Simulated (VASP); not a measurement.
Runs of VASP 6.6.1 on Cd. The structure is that of space group P6_3/mmc (No. 194), or close to it. The cells are those of the table. 

| cell | k mesh | gap on the mesh (eV) | pressure (GPa) |
| --- | --- | --- | --- |
| a = 3.250, b = 3.250, c = 10.649 Å, angles 90.0, 90.0, 120.0°, 4 atoms | 12 × 12 × 3 | none | 0.1 |
| a = 3.161, b = 3.161, c = 10.358 Å, angles 90.0, 90.0, 120.0°, 4 atoms | 13 × 13 × 4 | none | (a) |
| a = 3.114, b = 3.114, c = 10.205 Å, angles 90.0, 90.0, 120.0°, 4 atoms | 13 × 13 × 4 | none | 6.1 |
| a = 3.206, b = 3.206, c = 10.506 Å, angles 90.0, 90.0, 120.0°, 4 atoms | 13 × 13 × 4 | none | 1.6 |
| a = 3.250, b = 3.250, c = 10.649 Å, angles 90.0, 90.0, 120.0°, 4 atoms | 13 × 13 × 4 | none | 0.1 |

Alike in all rows: task single point; level RPBE; potentials or basis VASP PAW PBE potentials, release 64 (Cd); no spin polarisation; cutoff (eV) 520; smearing fermi-dirac 0.1 eV.

Task: Estimate the missing entries.

Result: (a) 3.5.

Caveats: the PAW data sets were made with another functional, which shifts forces and pressure a little; the cell stands under pressure (at least some runs).

A k mesh can miss the band edges, and the runs leave out spin-orbit coupling on Cd.

A gap of «none» marks levels without a gap at the run's occupations.
